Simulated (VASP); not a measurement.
A run of VASP 6.6.1 is set up as follows.

File INCAR:

```
ALGO     = Normal         # electronic algorithm
EDIFF    = 1E-8           # SCF threshold, eV
ENCUT    = 520            # plane-wave cutoff, eV
GGA      = PS             # functional
ISIF     = 2              # what is computed and relaxed
ISMEAR   = -1             # smearing method
LASPH    = True           # aspherical terms in the spheres
LCHARG   = False          # write CHGCAR
LEFG     = True         
LREAL    = False          # projectors in reciprocal space
LWAVE    = False          # write WAVECAR
NBANDS   = 22             # bands
NELM     = 100            # most SCF steps
PREC     = Accurate       # precision mode
SIGMA    = 0.03           # smearing width, eV
```

The input KPOINTS:

```
k-points
0
Gamma
  9 9 3
```

File POSCAR:

```
Bi
1.0
    4.5390002997     -0.0680850045     -0.0680850045
   -2.3284634934      3.9649320696     -0.0249208413
   -0.1774350000     -0.1774350000     11.8290000000
Bi
2
Direct
    0.3333333333      0.6666666667      0.2500000000
    0.6666666667      0.3333333333      0.7500000000
```

Potentials or basis: VASP PAW PBE potentials, release 64 (Bi_d).

Run with:

```bash
$ cat potpaw_PBE.64/Bi_d/POTCAR > POTCAR
$ mpirun -np 1 vasp_std > vasp.out
```

(1) What does it give for the pressure?

(2) Predict the band gap on the k mesh.

Results:

(1) -3.6 GPa.

(2) zero (bands 15 and 16 overlap by 2.07 eV).

Caveat: the cell differs from its parent crystal (equal xy, yz and zx shear strains of -3 %); the cell stands under tension; without QUAD_EFG the Cq values of the log hold for a quadrupole moment of 1 mb, not for the nuclei; the PAW data sets were made with another functional, which shifts forces and pressure a little; spin-orbit coupling is left out, which moves the levels of the heavy elements.
